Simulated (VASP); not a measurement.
# Al5Si3C3N5 (P1) in VASP: notebook

Runs on Al5Si3C3N5. Level: PBEsol. Tasks: single point.

Everything below comes from runs of VASP 6.6.1. Logs are shortened: lines on timing, memory, paths and dates and some standing lists are left out, and cuts for length are marked.

## (1) The cell of the first run

The typed cell holds 96 atoms: a = 9.298 Å, b = 10.737 Å, c = 10.016 Å, α = 90.00°, β = 90.00°, γ = 90.00°.

## (2) Single point, PBEsol

Contents of INCAR:

```
SYSTEM = Al5Si3C3N5
  PREC = Accurate
  ENCUT = 520
  EDIFF = 1E-6
  ISMEAR = -1
  SIGMA = 0.05
  LREAL = Auto
  LASPH = .True.
  NELM = 100
  ALGO = Normal
  ISIF = 2
  LWAVE = .False.
  LCHARG = .False.
  GGA = PS
  ISYM = 0
  NBANDS = 246
```

Contents of KPOINTS:

```
Automatic mesh
0
Gamma
  1 1 1
  0.25 0.25 0.25
```

Contents of POSCAR:

```
Al5Si3C3N5
1.0
    9.2983570000      0.0000000000      0.0000000000
    0.0000000000     10.7368180000      0.0000000000
    0.0000000000      0.0000000000     10.0157290000
Si Al N C
18 30 30 18
Direct
    0.1653650000      0.0819690000      0.2509330000
    0.4980760000      0.0804130000      0.2494080000
    0.4972680000      0.0818040000      0.7460940000
    0.9990790000      0.8366800000      0.7496140000
    0.8352300000      0.0849480000      0.2475880000
    0.8380570000      0.0842450000      0.7462710000
    0.3335810000      0.8350090000      0.7471710000
    0.6658090000      0.8325860000      0.2453670000
    0.6675100000      0.8343470000      0.7462510000
    0.0006560000      0.1637060000      0.4979780000
    0.9995980000      0.1659190000      0.9985520000
    0.3287720000      0.1690600000      0.4958000000
    0.6678190000      0.1677070000      0.4966090000
    0.6652360000      0.1648920000      0.9970390000
    0.5015420000      0.9186740000      0.5001040000
    0.4979270000      0.9149430000      0.0015890000
    0.8323170000      0.9188760000      0.5015470000
    0.8360410000      0.9142210000      0.0005530000
    0.1707500000      0.0844250000      0.7497420000
    0.9994140000      0.3312110000      0.2486370000
    0.0031220000      0.3345990000      0.7490230000
    0.3335250000      0.3302280000      0.2512160000
    0.3346320000      0.3305360000      0.7487600000
    0.1666840000      0.5835050000      0.2474650000
    0.1631770000      0.5839270000      0.7494830000
    0.9990890000      0.8350430000      0.2451250000
    0.6723000000      0.3319630000      0.2477380000
    0.6684400000      0.3343990000      0.7477700000
    0.5011450000      0.5827190000      0.2467230000
    0.5006490000      0.5798960000      0.7491900000
    0.3363190000      0.8298250000      0.2493500000
    0.8330980000      0.5831130000      0.2499680000
    0.8351840000      0.5820210000      0.7470950000
    0.3325790000      0.1702120000      0.9986080000
    0.1687870000      0.4165600000      0.5003280000
    0.1663890000      0.4155410000      0.0009410000
    0.0014730000      0.6643520000      0.5007380000
    0.0027410000      0.6659540000      0.0010730000
    0.5006530000      0.4173870000      0.4982830000
    0.4985630000      0.4152170000      0.9983140000
    0.3327440000      0.6662310000      0.4997240000
    0.3361900000      0.6688260000      0.9998770000
    0.1598250000      0.9166200000      0.5019310000
    0.1659080000      0.9179060000      0.0008860000
    0.8317760000      0.4176410000      0.5004560000
    0.8323440000      0.4189220000      0.9983690000
    0.6669140000      0.6663440000      0.4991480000
    0.6659220000      0.6652310000      0.0004670000
    0.9975450000      0.1670580000      0.1874050000
    0.3343330000      0.1695170000      0.1878780000
    0.3299850000      0.1654410000      0.6891530000
    0.1668970000      0.4157350000      0.1891100000
    0.0008270000      0.6700910000      0.1831930000
    0.9994010000      0.6658720000      0.6891510000
    0.6685730000      0.1690220000      0.6890500000
    0.3315830000      0.6695490000      0.1863200000
    0.3339150000      0.6625770000      0.6931470000
    0.1659940000      0.9137030000      0.1889880000
    0.1658680000      0.9183950000      0.6879240000
    0.6675570000      0.6680430000      0.1894090000
    0.4963730000      0.9154450000      0.1920360000
    0.4970020000      0.9169650000      0.6876050000
    0.8349680000      0.9153550000      0.1918410000
    0.8302890000      0.9143910000      0.6870110000
    0.1679990000      0.0815450000      0.4365360000
    0.1654820000      0.0839270000      0.9408360000
    0.4963840000      0.0829860000      0.4382510000
    0.5005110000      0.0839200000      0.9411440000
    0.1663510000      0.5835230000      0.4360930000
    0.9970820000      0.8352490000      0.4379270000
    0.9972560000      0.8337510000      0.9373230000
    0.8332690000      0.0811530000      0.4355640000
    0.8324880000      0.0835650000      0.9406750000
    0.4963660000      0.5855960000      0.4400670000
    0.3349420000      0.8308450000      0.4402480000
    0.3364480000      0.8313360000      0.9369860000
    0.6656530000      0.8334560000      0.4398720000
    0.6672180000      0.8325330000      0.9377360000
    0.0008990000      0.1670160000      0.6935300000
    0.1684650000      0.4177510000      0.6907180000
    0.6663860000      0.1627370000      0.1855300000
    0.5002230000      0.4177800000      0.1921730000
    0.5050840000      0.4183220000      0.6917900000
    0.8320920000      0.4176150000      0.1857070000
    0.8315860000      0.4169540000      0.6879870000
    0.6661440000      0.6641720000      0.6893570000
    0.0008830000      0.3332920000      0.4376300000
    0.9987080000      0.3323500000      0.9397250000
    0.3315530000      0.3312730000      0.4387020000
    0.3324160000      0.3334350000      0.9377870000
    0.1665420000      0.5837910000      0.9413320000
    0.6636820000      0.3345990000      0.4369110000
    0.6659180000      0.3294530000      0.9366420000
    0.5004540000      0.5851400000      0.9388520000
    0.8373570000      0.5830720000      0.4414500000
    0.8381200000      0.5825200000      0.9390010000
```

Potentials or basis: VASP PAW PBE potentials, release 64 (Si, Al, N, C).

Run with:

```console
> cat potpaw_PBE.64/Si/POTCAR potpaw_PBE.64/Al/POTCAR potpaw_PBE.64/N/POTCAR potpaw_PBE.64/C/POTCAR > POTCAR
> mpirun -np 1 vasp_std > vasp.out
```

OUTCAR:

```text
SYSTEM = Al5Si3C3N5
   PREC = Accurate
   ENCUT = 520
   EDIFF = 1E-6
   ISMEAR = -1
   LREAL = Auto
   LASPH = .True.
   NELM = 100
   ISIF = 2
   GGA = PS
   ISYM = 0

 ion  position               nearest neighbor table
   1  0.165  0.082  0.251-  65 1.86  58 1.91  49 1.92  50 1.94  12 3.03  10 3.04  44 3.06  26 3.07
                             5 3.07  43 3.08  20 3.09  22 3.09   2 3.09  11 3.09  34 3.11  31 3.14
   2  0.498  0.080  0.249-  61 1.86  67 1.89  50 1.90  81 1.91  16 3.05  15 3.05  12 3.08  13 3.08
                            31 3.08   8 3.08  22 3.09   1 3.09  34 3.10  14 3.10   5 3.14  27 3.15
   3  0.497  0.082  0.746-  62 1.86  51 1.88  55 1.93  68 1.95  15 3.02  19 3.04   7 3.06  23 3.07
                            14 3.09   9 3.09  13 3.10  12 3.10  34 3.11  16 3.12  28 3.14
   4  0.999  0.837  0.750-  71 1.88  64 1.88  59 1.89  54 1.93  43 3.02   6 3.05  18 3.05  17 3.06
                            44 3.08   9 3.08  19 3.10  37 3.10   7 3.11  25 3.11  38 3.12  33 3.13
   5  0.835  0.085  0.248-  49 1.85  72 1.88  81 1.88  63 1.90  11 3.05  20 3.05  27 3.05  10 3.06
                             1 3.07  13 3.07  18 3.08  26 3.09  14 3.09  17 3.11   8 3.13   2 3.14
   6  0.838  0.084  0.746-  79 1.83  55 1.91  64 1.92  73 1.95  17 3.03  10 3.03   4 3.05  11 3.07
                            13 3.09  19 3.09  21 3.10  14 3.10  28 3.11   9 3.12  18 3.13
   7  0.334  0.835  0.747-  62 1.85  59 1.89  76 1.90  57 1.93   3 3.06  15 3.06  43 3.07  41 3.07
                            19 3.08  16 3.09  42 3.10   9 3.11   4 3.11  44 3.11  25 3.13  30 3.15
   8  0.666  0.833  0.245-  60 1.85  63 1.88  61 1.89  77 1.95  16 3.03  48 3.04  18 3.05  31 3.06
                             2 3.08  29 3.09  32 3.10  26 3.10  47 3.11  15 3.11   5 3.13  17 3.14
   9  0.668  0.834  0.746-  64 1.84  62 1.91  86 1.91  78 1.92  17 3.03  15 3.05  47 3.06   4 3.08
[... 125 lines left out ...]
  95  0.837  0.583  0.441-  37 1.86  45 1.87  47 1.91  32 1.92
  96  0.838  0.583  0.939-  46 1.86  38 1.88  33 1.92  48 1.93

IMPORTANT INFORMATION: All symmetrisations will be switched off!
NOSYMM: (Re-)initialisation of all symmetry stuff for point group C_1.

----------------------------------------------------------------------------------------

                                     Primitive cell

  volume of cell :     999.9180

  direct lattice vectors                    reciprocal lattice vectors
     9.298357000  0.000000000  0.000000000     0.107545881  0.000000000  0.000000000
     0.000000000 10.736818000  0.000000000     0.000000000  0.093137464  0.000000000
     0.000000000  0.000000000 10.015729000     0.000000000  0.000000000  0.099842957

  length of vectors
     9.298357000 10.736818000 10.015729000     0.107545881  0.093137464  0.099842957

  position of ions in fractional coordinates (direct lattice)
     0.165365000  0.081969000  0.250933000
     0.498076000  0.080413000  0.249408000
     0.497268000  0.081804000  0.746094000
     0.999079000  0.836680000  0.749614000
     0.835230000  0.084948000  0.247588000
     0.838057000  0.084245000  0.746271000
[... 88 lines left out ...]
     0.837357000  0.583072000  0.441450000
     0.838120000  0.582520000  0.939001000

  ion indices of the primitive-cell ions
   primitive index   ion index
                 1           1
                 2           2
                 3           3
                 4           4
                 5           5
                 6           6
[... 88 lines left out ...]
                95          95
                96          96

----------------------------------------------------------------------------------------
[... 36 lines left out ...]
   ions per type =              18  30  30  18
   NGX,Y,Z   is equivalent  to a cutoff of  12.52, 12.39, 13.28 a.u.
   NGXF,Y,Z  is equivalent  to a cutoff of  25.03, 24.77, 26.56 a.u.
 SYSTEM =  Al5Si3C3N5
   PREC   = accura    normal or accurate (medium, high low for compatibility)
   ISTART =      0    job   : 0-new  1-cont  2-samecut
   ICHARG =      2    charge: 1-file 2-atom 10-const
   ISPIN  =      1    spin polarized calculation?
   LNONCOLLINEAR =      F non collinear calculations
   LSORBIT =      F    spin-orbit coupling
   LASPH  =      T    aspherical Exc in radial PAW
   ENCUT  =  520.0 eV  38.22 Ry    6.18 a.u.  17.29 19.96 18.62*2*pi/ulx,y,z
   NELM   =    100;   NELMIN=  2; NELMDL= -5     # of ELM steps
   EDIFF  = 0.1E-05   stopping-criterion for ELM
   LREAL  =      T    real-space projection
   EDIFFG = 0.1E-04   stopping-criterion for IOM
   NSW    =      0    number of steps for IOM
   IBRION =     -1    ionic relax: 0-MD 1-quasi-New 2-CG
   NFREE  =      0    steps in history (QN), initial steepest desc. (CG)
   ISIF   =      2    stress and relaxation
   ISYM   =      0    0-nonsym 1-usesym 2-fastsym
   POTIM  = 0.5000    time-step for ionic-motion
   TEBEG  =    0.0;   TEEND  =   0.0 temperature during run
   PSTRESS=    0.0 pullay stress
   NELECT =     384.0000    total number of electrons
   NUPDOWN=      -1.0000    fix difference up-down
   EMIN   =  10.00;   EMAX   =-10.00  energy-range for DOS
   EFERMI =   0.00;   METHOD = LEGACY
   ISMEAR =    -1;   SIGMA  =   0.05  broadening in eV -4-tet -1-fermi 0-gaus
   EFERMI_NEDOS =   21; number of points for ismear=-14 and -15
   IALGO  =     38    algorithm
   IMIX   =      4    mixing-type and parameters
     AMIX     =   0.40;   BMIX     =  1.00
     AMIX_MAG =   1.60;   BMIX_MAG =  1.00
  volume/ion in A,a.u.               =      10.42        70.29
  Fermi-wavevector in a.u.,A,eV,Ry     =   1.189955  2.248688 19.265745  1.415992
  Thomas-Fermi vector in A             =   2.326050
   LORBIT       =      0    0 simple, 1 ext, 2 COOP (PROOUT), +10 PAW based schemes
   GGA     = PS    functional components
   LHFCALC =     F    Hartree Fock is set to
   AEXX    =    0.0000 exact exchange contribution
   IVDW    =     0    specifies the selected vdW correction
   LEPSILON=     F    determine dielectric tensor
   LRPA    =     F    only Hartree local field effects (RPA)
 non-spin polarized calculation
  energy-cutoff  :      520.00
  volume of cell :      999.92
 maximum number of plane-waves:     26921
 NGX is ok and might be reduce to    70
   NGX = 35   NGY = 39   NGZ = 37

 number of electron     384.0000012 magnetization

 Free energy of the ion-electron system (eV)
  ---------------------------------------------------
  ext. energy  EPLUGINS =         0.00000000
  ---------------------------------------------------
  free energy    TOTEN  =      -695.77973397 eV

  energy without entropy =     -695.48823697  energy(sigma->0) =     -695.63398547

 E-fermi :   9.1621     XC(G=0): -11.3102

 val. band max:        9.1471016424   @ k =   0.2500   0.2500   0.2500
 cond. band min:       9.1875026204   @ k =  -0.2500  -0.2500   0.2500
 fundamental gap:      0.0404009780
 Fermi energy:         9.1621317378

 k-point     1 :       0.2500    0.2500    0.2500
  band No.  band energies     occupation
      1     -11.5618      2.00000
      2     -11.1296      2.00000
      3     -10.9591      2.00000
      4     -10.6293      2.00000
      5     -10.4229      2.00000
      6     -10.2395      2.00000
[... 817 lines left out ...]
    203      10.0241      0.00000
    204      10.0810      0.00000
 [bands above 204 left out]

------------------------ aborting loop because EDIFF is reached ----------------------------------------

  FORCE on cell =-STRESS in cart. coord.  units (eV):
  Direction    XX          YY          ZZ          XY          YZ          ZX
  --------------------------------------------------------------------------------------
  -------------------------------------------------------------------------------------
  Total       44.6923492     19.2812690     60.4083246      2.4443405      2.9711068     -1.3420189
  in kB       71.6109430     30.8945464     96.7927882      3.9165882      4.7606305     -2.1503286
  external PRESSURE =      66.4327592 kB  Pullay stress =       0.0000000 kB

 VOLUME and BASIS-vectors are now :
 -----------------------------------------------------------------------------
  energy-cutoff  :      520.00
  volume of cell :      999.92
      direct lattice vectors                 reciprocal lattice vectors
     9.298357000  0.000000000  0.000000000     0.107545881  0.000000000  0.000000000
     0.000000000 10.736818000  0.000000000     0.000000000  0.093137464  0.000000000
     0.000000000  0.000000000 10.015729000     0.000000000  0.000000000  0.099842957

 POSITION                                       TOTAL-FORCE (eV/Angst)
 -----------------------------------------------------------------------------------
      1.53762      0.88009      2.51328         0.548675     -0.055928     -0.518621
      4.63129      0.86338      2.49800         0.131573      1.708556     -0.299139
      4.62378      0.87831      7.47268         0.131901      1.701268      0.632950
      9.28979      8.98328      7.50793         0.807897     -3.359466      0.012822
      7.76627      0.91207      2.47977        -0.692301      0.550539      0.151549
      7.79255      0.90452      7.47445        -0.083174      1.212221      0.041809
[... 88 lines left out ...]
      7.78604      6.26034      4.42144        -0.778123      1.788080     -0.553154
      7.79314      6.25441      9.40478        -0.695751      2.199044     -0.038137
 -----------------------------------------------------------------------------------
    total drift:                               -0.036228     -0.060685     -0.021945

  FREE ENERGIE OF THE ION-ELECTRON SYSTEM (eV)
  ---------------------------------------------------
  free  energy   TOTEN  =      -695.7797339727 eV

  energy  without entropy=     -695.4882369660  energy(sigma->0) =     -695.63398547
```

Run time: 35 min. Hardware: 1 thread of Intel Xeon Platinum 8259CL at 2.50GHz (Skylake/Cascade Lake), shared host; peak memory 1.3 GiB.

What came out:

| Property | Result |
| --- | --- |
| Free energy | -695.7797 eV |
| Pressure | 6.6 GPa |
| Largest force | 5.719 eV/Å |
| Band gap on the k mesh | 0.04 eV (least direct gap 0.05 eV) |

Forces on the atoms (eV/Å):
```
Si   0.549 -0.056 -0.519
Si   0.132  1.709 -0.299
Si   0.132  1.701  0.633
Si   0.808 -3.359  0.013
Si  -0.692  0.551  0.152
Si  -0.083  1.212  0.042
Si  -1.011 -3.279  0.582
Si   0.268 -2.865  0.552
Si  -0.298 -4.064 -0.385
Si   0.088  4.322  0.924
Si   1.132  3.754 -1.488
Si   0.071  3.493  0.255
Si  -0.167  3.190  0.194
Si  -0.060  3.963  0.008
Si   0.252 -0.731 -0.421
Si   0.160 -0.472 -0.999
Si  -0.364 -0.905 -0.667
Si  -0.235 -0.474 -0.609
Al  -0.969  0.323  1.171
Al   0.172  3.244 -0.419
Al  -0.713  1.561  0.230
Al  -0.244  3.036 -0.837
Al   0.422  2.095  0.388
Al  -0.314 -0.835 -0.610
Al   0.416 -0.757  1.363
Al   0.801 -3.080  0.997
Al  -0.925  1.756 -0.459
Al   0.050  1.230  0.470
Al  -0.877 -0.228  0.676
Al  -0.282  0.134  1.043
Al  -1.522 -1.894  0.559
Al   1.015 -0.413  0.006
Al  -0.039 -0.421  0.818
Al  -0.614  1.720 -0.346
Al  -0.575  0.651  0.294
Al   0.284  0.778  0.431
Al  -0.130 -1.316 -0.471
Al  -0.359 -1.657 -0.061
Al  -0.562  0.912  0.503
Al   0.104  0.851  0.302
Al   0.119 -2.358  0.168
Al  -0.541 -2.616  0.233
Al   0.804 -0.680 -0.706
Al   0.207 -0.327 -0.438
Al   0.258 -0.045 -0.292
Al  -0.243 -0.090 -0.148
Al  -0.082 -2.648 -0.239
Al   0.752 -2.207 -0.501
N    0.922 -4.022 -0.787
N   -0.715 -4.903  0.924
N    2.895 -3.225 -1.935
N    0.016 -0.598  0.687
N    0.023  1.937  1.826
N    0.759  5.071  0.096
N   -0.681 -4.343 -0.477
N    0.469  1.512  1.217
N   -0.606  5.045 -0.940
N    0.547  2.977  0.608
N    0.309 -1.643  1.366
N   -0.343  4.526  0.901
N    1.683  1.118 -1.100
N   -0.296  1.194 -0.324
N   -1.773  1.523 -1.337
N    0.689  1.284  0.164
N    0.113 -0.355 -0.872
N   -1.164 -1.259  0.908
N   -0.498 -1.606 -0.153
N    0.936 -2.922 -1.192
N    0.717  1.657  0.150
N   -1.557  2.118  0.539
N   -0.984  2.677 -1.106
N    0.288 -1.535 -0.619
N   -0.082 -2.406 -0.357
N    0.077  1.455 -0.651
N    1.234  2.940  0.629
N    0.835  3.487 -1.100
N   -0.189  2.944 -1.967
N    0.170  3.942  0.280
C   -1.710 -3.802 -2.288
C    0.216  0.231 -0.813
C   -0.070 -4.149  0.009
C   -0.107 -0.907  0.126
C   -1.150 -1.268 -1.386
C    0.967 -0.372  0.799
C    0.858 -0.453  0.231
C   -0.110  5.685  0.616
C   -0.038 -4.629  0.754
C    0.083 -4.548  1.239
C    0.389 -3.936  1.070
C   -0.101 -2.117  0.105
C    0.573  1.532 -0.222
C    0.624 -4.905  1.179
C    0.114 -4.337  1.073
C    0.046  0.990  0.628
C   -0.778  1.788 -0.553
C   -0.696  2.199 -0.038
```

Stress tensor (GPa, compression positive):
```
 7.16  0.39 -0.22
 0.39  3.09  0.48
-0.22  0.48  9.68
```

Levels at points of the mesh, in eV from the valence-band top:
```tsv
k point	band 188	band 189	band 190	band 191	band 192	band 193	band 194	band 195	band 196	band 197
(0.25, 0.25, 0.25)	-0.27	-0.25	-0.12	-0.05	0.00	0.06	0.09	0.15	0.18	0.24
```

Caveat: the stress differs along the axes, from 3 to 10 GPa; semilocal functionals underestimate gaps, and a narrow one can read as zero; the PAW data sets were made with another functional, which shifts forces and pressure a little; a shifted mesh leaves out Γ, where band edges can lie. A k mesh can miss the band edges.

(Continued in part 2 of 3.)
